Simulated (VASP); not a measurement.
The system is BiSe3.

```xyz
4
Lattice="4.7425 0.0000 0.0000 0.0000 4.7425 0.0000 0.0000 0.0000 4.7425" Properties=species:S:1:pos:R:3 pbc="T T T"
Bi    0.0000    0.0000    0.0000
Se    0.0000    2.3713    2.3713
Se    2.3713    0.0000    2.3713
Se    2.3713    2.3713    0.0000
```

```yaml
Program: VASP 6.6.1
Task: relaxation of cell and atoms
Functional: r2SCAN
Potentials_or_basis: VASP PAW PBE potentials, release 64 (Bi_d, Se)
Cutoff: 600 eV
k_mesh: 4 × 4 × 4
Occupations: gaussian, width 0.1 eV
Spin: no spin polarisation
```

At the start: pressure -6.4 GPa; volume 26.67 Å³/atom.

Q: Where does the relaxation end?

A: Over 3 steps the energy falls by 72.9 meV/atom and the volume is 23.42 Å³/atom (-12.2 %); space group Pm-3m (No. 221, to 0.1 Å) before and after.

The path:
```tsv
step	energy change (eV)	largest force (eV/Å)	pressure (GPa)	volume (Å³)
1	0.0000	0.0000	-6.41	106.67
2	-0.2753	0.0000	2.03	91.03
3	-0.2917	0.0000	0.01	93.67
```

Final structure:
```cif
data_structure
_symmetry_space_group_name_H-M 'P 1'
_symmetry_Int_Tables_number 1
_cell_length_a 4.5415
_cell_length_b 4.5415
_cell_length_c 4.5415
_cell_angle_alpha 90.000
_cell_angle_beta 90.000
_cell_angle_gamma 90.000
_cell_volume 93.67
loop_
_atom_site_label
_atom_site_type_symbol
_atom_site_fract_x
_atom_site_fract_y
_atom_site_fract_z
_atom_site_occupancy
Bi1 Bi 0.00000 0.00000 0.00000 1
Se1 Se 0.00000 0.50000 0.50000 1
Se2 Se 0.50000 0.00000 0.50000 1
Se3 Se 0.50000 0.50000 0.00000 1
```

Caveat: the PAW data sets were made with another functional, which shifts forces and pressure a little.
